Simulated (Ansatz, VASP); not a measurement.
Two plane-wave programs on HfSi2B2

```
CELL_PARAMETERS angstrom
3.91475 0.00000 0.00000
-1.95738 3.39028 0.00000
0.00000 0.00000 7.61410
ATOMIC_POSITIONS crystal
Hf 0.00000 0.00000 0.00000
Si 0.00000 0.00000 0.64539
Si 0.00000 0.00000 0.35461
B 0.33333 0.66667 0.00000
B 0.66667 0.33333 0.00000
```

Alike in both runs: functional PBE; k mesh 12 × 12 × 6; occupations gaussian, width 0.1 eV; no spin polarisation.

Ansatz relaxed the structure, and its values are those at the end. VASP's run is a single point on that final structure, the one shown.

|  | VASP | Ansatz |
| --- | --- | --- |
| version | VASP 6.6.1 | Ansatz 0.2.0 |
| potentials or method | VASP PAW PBE potentials, release 64 (Hf_pv, Si, B), cutoff 520 eV | scalar-relativistic, plane waves, PAW |
| valence electrons in the cell | 24 | 40 |

```csv
,VASP,Ansatz,Ansatz less VASP
gap on the k mesh at the Fermi level (eV),none,none,-
pressure (GPa),0.3,0.0,-0.33
rms of the force components (eV/Å),0.008,0.002,-0.0062
```

A gap of «none» marks a metal or a gap that the smearing closes. With one functional, cell and mesh, what is left measures potentials, basis and numerics. VASP's potentials hold 24 valence electrons a cell and Ansatz's 40, so a difference there can come from the potentials and not from the codes.

Neither program's run includes spin-orbit coupling.
